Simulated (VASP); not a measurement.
# Ca (Im-3m) in VASP: a series of runs, part 2 of 2

VASP 6.6.1. Earlier steps stand in the parts before.

## 3. Relaxation of cell and atoms, LDA

This run uses another cell than the first one, of 43.76 Å³/atom.

INCAR reads:

```
SYSTEM = Ca
PREC     = Accurate       ! precision mode
ENCUT    = 500            ! plane-wave cutoff, eV
EDIFF    = 1E-7           ! SCF threshold, eV
ISMEAR   = -1             ! smearing method
SIGMA    = 0.1            ! smearing width, eV
LREAL    = .False.        ! projectors in reciprocal space
LASPH    = .True.         ! aspherical terms in the spheres
NELM     = 120            ! most SCF steps
ALGO     = Normal         ! electronic algorithm
ISIF     = 3              ! what is computed and relaxed
LWAVE    = .False.        ! write WAVECAR
LCHARG   = .False.        ! write CHGCAR
IBRION   = 2              ! ionic algorithm
NSW      = 80             ! ionic steps
EDIFFG   = -0.01          ! ionic threshold
GGA_COMPAT= .False.      
NELMIN   = 4
```

KPOINTS reads:

```
regular mesh
0
Gamma
  15 15 15
  0 0 0
```

POSCAR reads:

```
Ca
1.0
   -2.2200000000      2.2200000000      2.2200000000
    2.2200000000     -2.2200000000      2.2200000000
    2.2200000000      2.2200000000     -2.2200000000
Ca
1
Direct
    0.0000000000      0.0000000000      0.0000000000
```

Potentials or basis: VASP PAW LDA potentials, release 64 (Ca_sv).

Run with:

```bash
cat potpaw_LDA.64/Ca_sv/POTCAR > POTCAR
mpirun -np 1 vasp_std > vasp.out
```

OUTCAR:

```text
SYSTEM = Ca
   PREC = Accurate
   ENCUT = 500
   EDIFF = 1E-7
   ISMEAR = -1
   LREAL = .False.
   LASPH = .True.
   NELM = 120
   ISIF = 3
   IBRION = 2
   NSW = 80
   EDIFFG = -0.01
   NELMIN = 4

 ion  position               nearest neighbor table
   1  0.000  0.000  0.000-

  LATTYP: Found a body centered cubic cell.
 ALAT       =     4.4400000000

  Lattice vectors:

 A1 = (  -2.2200000000,   2.2200000000,   2.2200000000)
 A2 = (   2.2200000000,  -2.2200000000,   2.2200000000)
 A3 = (   2.2200000000,   2.2200000000,  -2.2200000000)

Analysis of symmetry for initial positions (statically):
=====================================================================
 Subroutine PRICEL returns:
 Original cell was already a primitive cell.

 Routine SETGRP: Setting up the symmetry group for a
 body centered cubic supercell.

 Subroutine GETGRP returns: Found 48 space group operations
 (whereof 48 operations were pure point group operations)
 out of a pool of 48 trial point group operations.

The static configuration has the point symmetry O_h .

Analysis of symmetry for dynamics (positions and initial velocities):
=====================================================================
 Subroutine PRICEL returns:
 Original cell was already a primitive cell.

 Routine SETGRP: Setting up the symmetry group for a
 body centered cubic supercell.

 Subroutine GETGRP returns: Found 48 space group operations
 (whereof 48 operations were pure point group operations)
 out of a pool of 48 trial point group operations.

The dynamic configuration has the point symmetry O_h .

 Subroutine INISYM returns: Found 48 space group operations
 (whereof 48 operations are pure point group operations),
 and found     1 'primitive' translations

[... 123 lines left out ...]
 conjugate gradient relaxation of ions
 non-spin polarized calculation
  energy-cutoff  :      500.00
  volume of cell :       43.76
 maximum number of plane-waves:      1136
   NGX = 13   NGY = 13   NGZ = 13

--------------------------------------- Ionic step        1  -------------------------------------------

 number of electron      10.0000000 magnetization

 number of electron       9.9999998 magnetization

 Free energy of the ion-electron system (eV)
  ---------------------------------------------------
  ext. energy  EPLUGINS =         0.00000000
  ---------------------------------------------------
  free energy    TOTEN  =        -2.17257845 eV

  energy without entropy =       -2.12355804  energy(sigma->0) =       -2.14806824

------------------------ aborting loop because EDIFF is reached ----------------------------------------

  FORCE on cell =-STRESS in cart. coord.  units (eV):
  Direction    XX          YY          ZZ          XY          YZ          ZX
  --------------------------------------------------------------------------------------
  -------------------------------------------------------------------------------------
  Total       -0.5977252     -0.5977252     -0.5977252      0.0000000      0.0000000     -0.0000000
  in kB      -21.8823116    -21.8823116    -21.8823116      0.0000000      0.0000000     -0.0000000
  external PRESSURE =     -21.8823116 kB  Pullay stress =       0.0000000 kB
[... 92 lines left out ...]
--------------------------------------- Ionic step        4  -------------------------------------------

 number of electron       9.9999998 magnetization

 Free energy of the ion-electron system (eV)
  ---------------------------------------------------
  ext. energy  EPLUGINS =         0.00000000
  ---------------------------------------------------
  free energy    TOTEN  =        -2.21761105 eV

  energy without entropy =       -2.17298747  energy(sigma->0) =       -2.19529926

 E-fermi :   2.2636     XC(G=0):  -8.3265

 val. band max:        2.2408711181   @ k =  -0.4667  -0.4667   0.2667
 cond. band min:       2.2746288691   @ k =  -0.4667   0.4667   0.4000
 fundamental gap:      0.0337577510
 Fermi energy:         2.2635542546

 k-point     1 :       0.0000    0.0000    0.0000
  band No.  band energies     occupation
      1     -39.0534      2.00000
      2     -20.2411      2.00000
      3     -20.2411      2.00000
      4     -20.2411      2.00000
      5      -1.9715      2.00000
      6       4.6076      0.00000
      7       4.6076      0.00000
      8       4.6076      0.00000
      9       5.8091      0.00000
[... 265 lines left out ...]
 k-point    24 :       0.4000    0.2000    0.0000
  band No.  band energies     occupation
      1     -39.0247      2.00000
      2     -20.4322      2.00000
      3     -20.3419      2.00000
      4     -20.2625      2.00000
      5       1.8136      1.97802
      6       2.4096      0.37692
      7       3.2796      0.00008
      8       5.6812      0.00000
      9       6.1230      0.00000

 [... further k-points ...]

------------------------ aborting loop because EDIFF is reached ----------------------------------------

  FORCE on cell =-STRESS in cart. coord.  units (eV):
  Direction    XX          YY          ZZ          XY          YZ          ZX
  --------------------------------------------------------------------------------------
  -------------------------------------------------------------------------------------
  Total        0.0009814      0.0009814      0.0009814      0.0000000      0.0000000     -0.0000000
  in kB        0.0416168      0.0416168      0.0416168      0.0000000      0.0000000     -0.0000000
  external PRESSURE =       0.0416168 kB  Pullay stress =       0.0000000 kB
[... 16 lines left out ...]
  FREE ENERGIE OF THE ION-ELECTRON SYSTEM (eV)
  ---------------------------------------------------
  free  energy   TOTEN  =        -2.2176110468 eV

  energy  without entropy=       -2.1729874721  energy(sigma->0) =       -2.19529926

 reached required accuracy - stopping structural energy minimisation
```

OSZICAR:

```text
N       E                     dE             d eps       ncg     rms          rms(c)
DAV:   1     0.616631971380E+02    0.61663E+02   -0.50212E+03  2160   0.974E+02
DAV:   2    -0.883371222951E+00   -0.62547E+02   -0.62322E+02  2229   0.226E+02
[... 38 lines left out ...]
DAV:   4    -0.221753750443E+01   -0.18316E-04   -0.33026E-04  2427   0.234E-01    0.279E-02
DAV:   5    -0.221761109442E+01   -0.73590E-04   -0.15597E-04  3330   0.671E-02    0.997E-03
DAV:   6    -0.221761147560E+01   -0.38118E-06   -0.37466E-06  3378   0.148E-02    0.400E-03
DAV:   7    -0.221761079818E+01    0.67742E-06   -0.20295E-06  3416   0.133E-02    0.479E-03
DAV:   8    -0.221761105122E+01   -0.25304E-06   -0.57039E-07  3202   0.882E-03    0.592E-04
DAV:   9    -0.221761104683E+01    0.43924E-08   -0.60930E-09  1142   0.825E-04
   4 F= -.22176110E+01 E0= -.21952993E+01  d E =-.450326E-01
```

CONTCAR:

```text
Ca
   1.00000000000000
    -2.1138775179806721    2.1138775179806721    2.1138775179806721
     2.1138775179806721   -2.1138775179806721    2.1138775179806721
     2.1138775179806721    2.1138775179806721   -2.1138775179806721
  Ca
     1
Direct
     1.0000000000000000    0.0000000000000000    1.0000000000000000

  0.00000000E+00  0.00000000E+00  0.00000000E+00
```

Run time: 3.4 min. Hardware: 1 thread of Intel Xeon 8259CL, shared host; peak memory 0.18 GiB.

What came out:

```
Free energy                           : -2.2176 eV
Relaxed volume                        : 37.78 Å³/atom
Relaxed cell                          : a = 3.661 Å, b = 3.661 Å, c = 3.661 Å, α = 109.47°, β = 109.47°, γ = 109.47°
Space group after relaxing (to 0.1 Å) : Im-3m (No. 229)
Energy gained by relaxing             : 45.0 meV/atom
Ionic steps                           : 4
Pressure after relaxing               : 0.0 GPa
Band gap on the k mesh                : zero (bands 5 and 6 overlap by 0.39 eV)
```

Step by step:
| step | energy change (eV) | largest force (eV/Å) | pressure (GPa) | volume (Å³) |
| --- | --- | --- | --- | --- |
| 1 | 0.0000 | 0.0000 | -2.19 | 43.76 |
| 2 | -0.0375 | 0.0000 | -1.01 | 40.09 |
| 3 | -0.0449 | 0.0000 | -0.12 | 38.04 |
| 4 | -0.0450 | 0.0000 | 0.00 | 37.78 |

Final structure:
```yaml
crystal:
  lattice:
    - [-2.11388, 2.11388, 2.11388]
    - [2.11388, -2.11388, 2.11388]
    - [2.11388, 2.11388, -2.11388]
  atoms:
    - { symbol: Ca, position: [0.00000, 0.00000, 0.00000] }
```

The gap in the log of VASP goes by the Fermi energy; the results here count the filled bands.